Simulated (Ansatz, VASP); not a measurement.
# SiC: VASP beside Ansatz

Contents of INCAR:

```
SYSTEM = SiC
ALGO     = Normal         ! electronic algorithm
EDIFF    = 1E-6           ! SCF threshold, eV
ENCUT    = 520            ! plane-wave cutoff, eV
GGA      = PE             ! functional
ISIF     = 2              ! what is computed and relaxed
ISMEAR   = 0              ! smearing method
LASPH    = .True.         ! aspherical terms in the spheres
LCHARG   = .False.        ! write CHGCAR
LREAL    = .False.        ! projectors in reciprocal space
LWAVE    = .False.        ! write WAVECAR
NBANDS   = 36             ! bands
NELM     = 60             ! most SCF steps
PREC     = Accurate       ! precision mode
SIGMA    = 0.05           ! smearing width, eV
```

Contents of KPOINTS:

```
k-points
0
Gamma
  12 12 2
  0 0 0
```

POSCAR

```
SiC
1.0
    3.0949375958      0.0000000000      0.0000000000
   -1.5474687979      2.6802945811      0.0000000000
    0.0000000000      0.0000000000     15.1863169775
Si C
6 6
Direct
    0.0000000000      0.0000000000      0.1250412046
    0.0000000000      0.0000000000      0.6250387132
    0.3333333333      0.6666666667      0.2918647478
    0.6666666667      0.3333333333      0.7917698400
    0.3333333333      0.6666666667      0.9583511446
    0.6666666667      0.3333333333      0.4582680052
    0.0000000000      0.0000000000      0.9977393199
    0.0000000000      0.0000000000      0.5016375659
    0.3333333333      0.6666666667      0.1686482863
    0.6666666667      0.3333333333      0.6650107867
    0.3333333333      0.6666666667      0.8351935973
    0.6666666667      0.3333333333      0.3314367883
```

Input for Ansatz:

```yaml
crystal:
  lattice:
    - [3.0949375958, 0.0, 0.0]
    - [-1.5474687979, 2.6802945811, 0.0]
    - [0.0, 0.0, 15.1863169775]
  atoms:
    - { symbol: Si, position: [0.0, 0.0, 0.1250412046] }
    - { symbol: Si, position: [0.0, 0.0, 0.6250387132] }
    - { symbol: Si, position: [0.3333333333, 0.6666666667, 0.2918647478] }
    - { symbol: Si, position: [0.6666666667, 0.3333333333, 0.79176984] }
    - { symbol: Si, position: [0.3333333333, 0.6666666667, 0.9583511446] }
    - { symbol: Si, position: [0.6666666667, 0.3333333333, 0.4582680052] }
    - { symbol: C, position: [0.0, 0.0, 0.9977393199] }
    - { symbol: C, position: [0.0, 0.0, 0.5016375659] }
    - { symbol: C, position: [0.3333333333, 0.6666666667, 0.1686482863] }
    - { symbol: C, position: [0.6666666667, 0.3333333333, 0.6650107867] }
    - { symbol: C, position: [0.3333333333, 0.6666666667, 0.8351935973] }
    - { symbol: C, position: [0.6666666667, 0.3333333333, 0.3314367883] }
basis:
  ecutwfc: 520.0
kpoints:
  mp_grid: { grid: [12, 12, 2] }
hamiltonian:
  xc: pbe
  pseudopotentials: { kind: paw, azcp: { folder: soft_1 } }
scf:
  occupations: { method: gaussian, width: 0.05 }
output:
  forces: true
  stress: true
  eigenvalues: true
```

Change from the starting cell: mode 32 frozen in at -0.030 Å, equal normal strain along x, y and z +0.0000.

Alike in both runs: task single point; functional PBE; k mesh 12 × 12 × 2; occupations gaussian, width 0.05 eV; no spin polarisation.

```csv
,VASP,Ansatz
version,VASP 6.6.1,Ansatz 0.2.0
potentials or method,"VASP PAW PBE potentials, release 64 (Si, C), cutoff 520 eV","scalar-relativistic, plane waves, PAW"
valence electrons in the cell,48,48
```

Ansatz gave:

* gap on the k mesh at the Fermi level (eV): 2.02
* least direct gap on the mesh (eV): 3.12
* pressure (GPa): 0.1
* traceless stress, the component that is largest in VASP (GPa): 0.14
* rms of the force components (eV/Å): 0.342

**Question.** Which values does VASP return?

**Answer.** gap on the k mesh at the Fermi level (eV): 2.02; least direct gap on the mesh (eV): 3.11; pressure (GPa): 0.1; traceless stress, the component that is largest in VASP (GPa): 0.15; rms of the force components (eV/Å): 0.342.

Atom by atom the forces differ by 0.001 eV/Å (rms over components). With one functional, cell and mesh, what is left measures potentials, basis and numerics.
